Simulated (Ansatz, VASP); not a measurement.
# AlN: VASP beside Ansatz

INCAR

```
ALGO = Normal
EDIFF = 1E-7
ENCUT = 520
GGA = CA
ISIF = 2
ISMEAR = 0
LASPH = True
LCHARG = False
LREAL = False
LWAVE = False
NBANDS = 16
NELM = 80
PREC = Accurate
SIGMA = 0.05
```

KPOINTS

```
k-points
0
Gamma
  9 9 6
```

The input POSCAR:

```
AlN
1.0
    3.0887424016      0.0000000000      0.0000000000
   -1.5443712008      2.6749293856      0.0000000000
    0.0000000000      0.0000000000      4.9437688231
Al N
2 2
Direct
    0.3157660382      0.6538065141      0.0015212672
    0.6842339618      0.3461934859      0.5015212672
    0.3490091972      0.6781421955      0.3834787328
    0.6509908028      0.3218578045      0.8834787328
```

Input for Ansatz:

```yaml
crystal:
  lattice:
    - [3.0887424016, 0.0, 0.0]
    - [-1.5443712008, 2.6749293856, 0.0]
    - [0.0, 0.0, 4.9437688231]
  atoms:
    - { symbol: Al, position: [0.3157660382, 0.6538065141, 0.0015212672] }
    - { symbol: Al, position: [0.6842339618, 0.3461934859, 0.5015212672] }
    - { symbol: "N", position: [0.3490091972, 0.6781421955, 0.3834787328] }
    - { symbol: "N", position: [0.6509908028, 0.3218578045, 0.8834787328] }
basis:
  ecutwfc: 520.0
kpoints:
  mp_grid: { grid: [9, 9, 6] }
hamiltonian:
  xc: lda
scf:
  occupations: { method: gaussian, width: 0.05 }
output:
  forces: true
  stress: true
  eigenvalues: true
```

Change from the starting cell: mode 4 frozen in at -0.034 Å and mode 5 at -0.034 Å (largest displacements).

Alike in both runs: task single point; functional LDA; k mesh 9 × 9 × 6; occupations gaussian, width 0.05 eV; no spin polarisation.

|  | VASP | Ansatz |
| --- | --- | --- |
| version | VASP 6.6.1 | Ansatz 0.2.0 |
| potentials or method | VASP PAW LDA potentials, release 64 (Al, N), cutoff 520 eV | scalar-relativistic, plane waves, PAW |
| valence electrons in the cell | 16 | 16 |

|  | VASP | Ansatz | Ansatz less VASP |
| --- | --- | --- | --- |
| gap on the k mesh at the Fermi level (eV) | 4.39 | 4.39 | -0.005 |
| least direct gap on the mesh (eV) | 4.39 | 4.39 | -0.005 |
| pressure (GPa) | 0.5 | -0.1 | -0.62 |
| traceless stress, the component that is largest in VASP (GPa) | -0.23 | -0.23 | -0.007 |
| rms of the force components (eV/Å) | 0.127 | 0.127 | +0.0001 |

LDA's correlation is that of Perdew and Zunger in VASP and of Perdew and Wang (1992) in Ansatz. Atom by atom the forces differ by 0.001 eV/Å (rms over components).
